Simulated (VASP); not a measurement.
Write the native input for VASP 6.6.1 that does the following.

| Property | Result |
| --- | --- |
| Task | single point |
| Functional | PBEsol |
| Potentials or basis | VASP PAW PBE potentials, release 64 (Mg, S) |
| Cutoff | 520 eV |
| k mesh | 8 × 8 × 8 |
| Occupations | gaussian, width 0.05 eV |
| Spin | no spin polarisation |
| Dipole correction | no |
| Further INCAR settings | ALGO = Normal; EDIFF = 1e-07; NBANDS = 11 |

The structure of MgS lies in POSCAR:

```
MgS
1.0
    0.0000000000      2.6016500000      2.6016500000
    2.6016500000      0.0000000000      2.6016500000
    2.6016500000      2.6016500000      0.0000000000
Mg S
1 1
Direct
   -0.1189088528      0.0000000000      0.0000000000
    0.5000000000      0.5000000000      0.5000000000
```

This cell differs from its parent crystal: all Mg atoms moved +0.438 Å, as atom 1 towards its neighbour atom 1 (Mg) at 3.679 Å.

The input as run:

INCAR

```
ALGO = Normal
EDIFF = 1E-7
ENCUT = 520
GGA = PS
ISIF = 2
ISMEAR = 0
LASPH = True
LCHARG = True
LELF = True
LREAL = False
LVHAR = True
LWAVE = False
NBANDS = 11
NELM = 100
PREC = Accurate
SIGMA = 0.05
```

KPOINTS

```
k-points
0
Gamma
  8 8 8
```

Potentials or basis: VASP PAW PBE potentials, release 64 (Mg, S).

Command:

```sh
$ cat potpaw_PBE.64/Mg/POTCAR potpaw_PBE.64/S/POTCAR > POTCAR
$ mpirun -np 1 vasp_std > vasp.out
```

It gave:

```
Pressure               : 5.2 GPa
Largest force          : 1.546 eV/Å
Band gap on the k mesh : 2.75 eV, indirect (least direct gap 3.55 eV)
```

Caveat: the cell differs from its parent crystal (all Mg atoms moved +0.438 Å, as atom 1 towards its neighbour atom 1 (Mg) at 3.679 Å); the PAW data sets were made with another functional, which shifts forces and pressure a little.

Wall time 34 s on 1 thread of Intel Xeon 6975P-C, on a shared host, peak memory 0.18 GiB.
